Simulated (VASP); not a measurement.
Set up this calculation in VASP 6.6.1, as the native input.

```
Task                   : single point
Functional             : PBE
Potentials or basis    : VASP PAW PBE potentials, release 64 (Al, C)
Cutoff                 : 600 eV
k mesh                 : 22 × 22 × 22
Occupations            : gaussian, width 0.1 eV
Spin                   : no spin polarisation
Dipole correction      : no
Further INCAR settings : ALGO = Normal; EDIFF = 1e-06; NBANDS = 10
```

The structure of AlC lies in POSCAR:

```
AlC
1.0
    0.0000000000      2.1348278064      2.1348278064
    2.1348278064      0.0000000000      2.1348278064
    2.1348278064      2.1348278064      0.0000000000
Al C
1 1
Direct
    0.0000000000      0.0000000000      0.0000000000
    0.5000000000      0.5000000000      0.5000000000
```

These files were run (other wordings do the same):

INCAR

```
PREC = Accurate
ENCUT = 600
EDIFF = 1E-6
ISMEAR = 0
SIGMA = 0.1
LREAL = False
LASPH = True
NELM = 120
ALGO = Normal
ISIF = 2
LWAVE = False
LCHARG = False
GGA = PE
NBANDS = 10
GGA_COMPAT = False
```

KPOINTS

```
Automatic mesh
0
Gamma
  22 22 22
```

Potentials or basis: VASP PAW PBE potentials, release 64 (Al, C).

Launch:

```bash
$ cat potpaw_PBE.64/Al/POTCAR potpaw_PBE.64/C/POTCAR > POTCAR
$ mpirun -np 1 vasp_std > vasp.out
```

It gave:

The pressure is -0.2 GPa. The band gap on the k mesh is zero (an odd number of electrons rules out a gap without spin polarisation).

It took 69 s on 1 thread of Intel Xeon 8259CL (shared host), peak memory 0.2 GiB.
